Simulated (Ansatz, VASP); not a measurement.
One calculation of CuSn2, two programs

```xyz
6
Lattice="3.4236 0.0000 0.0000 -1.7118 2.9649 0.0000 0.0000 0.0000 13.4044" Properties=species:S:1:pos:R:3 pbc="T T T"
Cu    1.7118    0.9883    4.7358
Cu    1.7118    0.9883    8.6686
Sn    0.0000    1.9766   10.6184
Sn    0.0000    1.9766    2.7860
Sn    0.0000    1.9766    6.7022
Sn    1.7118    0.9883    0.0000
```

Alike in both runs: functional PBE; k mesh 12 × 12 × 4; occupations gaussian, width 0.1 eV; no spin polarisation.

Ansatz relaxed the structure, and its values are those at the end. VASP's run is a single point on that final structure, the one shown.

|  | VASP | Ansatz |
| --- | --- | --- |
| version | VASP 6.6.1 | Ansatz 0.2.0 |
| potentials or method | VASP PAW PBE potentials, release 64 (Cu, Sn_d), cutoff 520 eV | scalar-relativistic, plane waves, PAW |
| valence electrons in the cell | 78 | 94 |

VASP gave:

```
gap on the k mesh at the Fermi level (eV) : none
pressure (GPa)                            : 0.0
rms of the force components (eV/Å)        : 0.006
```

Problem. Which values does Ansatz return?

Solution. gap on the k mesh at the Fermi level (eV): none; pressure (GPa): 0.0; rms of the force components (eV/Å): 0.000.

A gap of «none» marks a metal or a gap that the smearing closes. VASP's potentials hold 78 valence electrons a cell and Ansatz's 94, so a difference there can come from the potentials and not from the codes.
